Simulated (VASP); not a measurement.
## BaHfO3: single point with PBE

Crystal: BaHfO3.

```
Ba Hf O
1.0
     3.96748    0.00000    0.00000
     0.00000    3.96748    0.00000
     0.00000    0.00000    3.96752
Ba Hf O
1 1 3
Direct
  0.50000 0.50000 0.99800
  0.00000 0.00000 0.49800
  0.00000 0.50000 0.49801
  0.50000 0.00000 0.49801
  0.00000 0.00000 0.99800
```

* Program: VASP 6.6.1
* Task: single point
* Functional: PBE
* Potentials or basis: VASP PAW PBE potentials, release 64 (Ba_sv, Hf_pv, O)
* Cutoff: 520 eV
* k mesh: 6 × 6 × 6
* Occupations: gaussian, width 0.01 eV
* Spin: no spin polarisation
* Dipole correction: no
* Further INCAR settings: ALGO = Normal; EDIFF = 1e-06; NBANDS = 27

* Pressure: 40.0 GPa
* Band gap on the k mesh: 3.81 eV, direct

Levels at points of the mesh, in eV from the valence-band top:
| k point | band 16 | band 17 | band 18 | band 19 | band 20 | band 21 | band 22 | band 23 |
| --- | --- | --- | --- | --- | --- | --- | --- | --- |
| (0.00, 0.00, 0.00) | -1.24 | 0.00 | 0.00 | 0.00 | 3.81 | 3.81 | 3.81 | 4.83 |
| (0.50, 0.00, 0.00) | -1.95 | -1.95 | -0.26 | -0.26 | 4.55 | 7.07 | 7.40 | 7.40 |
| (0.00, 0.00, 0.50) | -1.95 | -1.95 | -0.26 | -0.26 | 4.55 | 7.07 | 7.40 | 7.40 |
| (0.50, 0.50, 0.00) | -0.88 | -0.88 | -0.59 | -0.12 | 7.24 | 7.24 | 7.52 | 7.59 |
| (0.00, 0.50, 0.50) | -0.88 | -0.88 | -0.59 | -0.12 | 7.24 | 7.24 | 7.52 | 7.59 |
| (0.50, 0.50, 0.50) | -2.52 | -0.02 | -0.02 | -0.02 | 6.65 | 6.65 | 6.65 | 9.26 |

Run time: 50 s on 1 thread of Intel(R) Xeon(R) Platinum 8488C (Sapphire Rapids), with other jobs on the host, peak memory 0.21 GiB.

Caveat: spin-orbit coupling is left out, which moves the levels of the heavy elements. A k mesh can miss the band edges.
